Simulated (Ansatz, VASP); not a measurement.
## Te2Mo: VASP beside Ansatz

Contents of INCAR:

```
SYSTEM = Te2Mo
PREC     = Accurate       ! precision mode
ENCUT    = 520            ! plane-wave cutoff, eV
EDIFF    = 1E-6           ! SCF threshold, eV
ISMEAR   = 0              ! smearing method
SIGMA    = 0.01           ! smearing width, eV
LREAL    = .FALSE.        ! projectors in reciprocal space
LASPH    = .TRUE.         ! aspherical terms in the spheres
NELM     = 80             ! most SCF steps
ALGO     = Normal         ! electronic algorithm
ISIF     = 2              ! what is computed and relaxed
LWAVE    = .FALSE.        ! write WAVECAR
LCHARG   = .TRUE.         ! write CHGCAR
GGA      = PE             ! functional
LELF     = .TRUE.         ! ELF
LVHAR    = .TRUE.       
NBANDS   = 35             ! bands
```

KPOINTS

```
regular mesh
0
G
  6 6 2
  0 0 0
```

File POSCAR:

```
Te2Mo
1.0
    3.5421276173      0.0000000000      0.0000000000
   -1.7710638086      3.0675725001      0.0000000000
    0.0000000000      0.0000000000     14.1766429953
Te Mo
4 2
Direct
    0.3333333333      0.6666666667      0.6234149345
    0.6666666667      0.3333333333      0.1234149345
    0.3333333333      0.6666666667      0.8765850655
    0.6666666667      0.3333333333      0.3765850655
    0.3333333333      0.6666666667      0.2500000000
    0.6666666667      0.3333333333      0.7500000000
```

Input for Ansatz:

```yaml
crystal:
  lattice:
    - [3.5421276173, 0.0, 0.0]
    - [-1.7710638086, 3.0675725001, 0.0]
    - [0.0, 0.0, 14.1766429953]
  atoms:
    - { symbol: Te, position: [0.3333333333, 0.6666666667, 0.6234149345] }
    - { symbol: Te, position: [0.6666666667, 0.3333333333, 0.1234149345] }
    - { symbol: Te, position: [0.3333333333, 0.6666666667, 0.8765850655] }
    - { symbol: Te, position: [0.6666666667, 0.3333333333, 0.3765850655] }
    - { symbol: Mo, position: [0.3333333333, 0.6666666667, 0.25] }
    - { symbol: Mo, position: [0.6666666667, 0.3333333333, 0.75] }
kpoints:
  mp_grid: { grid: [6, 6, 2] }
hamiltonian:
  xc: pbe
scf:
  occupations: { method: fixed }
output:
  optics:
    e_range: [0, 12]
    de: 0.05
    sigma: 0.1
    bands: { spectra_wanted_up_to: 12 }
    scissors: 0.407
  write_density: true
  write_potential: true
  elf: true
  volumetric_format: npy
```

Alike in both runs: task single point; functional PBE; k mesh 6 × 6 × 2; no spin polarisation.

```csv
,VASP,Ansatz
version,VASP 6.6.1,Ansatz 0.2.0
potentials or method,"VASP PAW PBE potentials, release 64 (Te, Mo_sv)","plane waves, PAW"
plane-wave cutoff (eV),520,420
occupations,"gaussian, width 0.01 eV",fixed
valence electrons in the cell,52,92
```

|  | VASP | Ansatz | Ansatz less VASP |
| --- | --- | --- | --- |
| gap on the k mesh at the Fermi level (eV) | 0.88 | 0.88 | +0.003 |

VASP's potentials hold 52 valence electrons a cell and Ansatz's 92, so a difference there can come from the potentials and not from the codes.

Spin-orbit coupling is off throughout.
